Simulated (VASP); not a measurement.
The system is AlNi2.

```xyz
6
Lattice="3.9740 0.0000 0.0000 -1.9870 3.4416 0.0000 0.0000 0.0000 4.9043" Properties=species:S:1:pos:R:3 pbc="T T T"
Al    0.0000    2.2944    0.9312
Al    1.9870    1.1472    3.9731
Ni    0.0000    2.2944    3.3600
Ni    1.9870    1.1472    1.5443
Ni    0.0000    0.0000    2.4521
Ni    0.0000    0.0000    0.0000
```

Base run:

| Quantity | Value |
| --- | --- |
| Program | VASP 6.6.1 |
| Functional | PBEsol |
| Potentials or basis | VASP PAW PBE potentials, release 64 (Al, Ni) |
| Cutoff | 520 eV |
| k mesh | 12 × 12 × 8 |
| Occupations | methfessel-paxton, width 0.01 eV |
| Spin | no spin polarisation |

Its results: band gap on the k mesh zero (band 23 reaches 13.83 eV, above the bottom of band 24 at 9.61 eV); pressure 0.2 GPa; largest force 0.065 eV/Å.

Q: The run is repeated on the same cell with these changes: occupations from methfessel-paxton, width 0.01 eV to gaussian, width 0.5 eV. What comes out?

A: Band gap on the k mesh zero (band 23 reaches 13.83 eV, above the bottom of band 24 at 9.56 eV); pressure 0.9 GPa; largest force 0.047 eV/Å.

Caveats: the PAW data sets were made with another functional, which shifts forces and pressure a little.
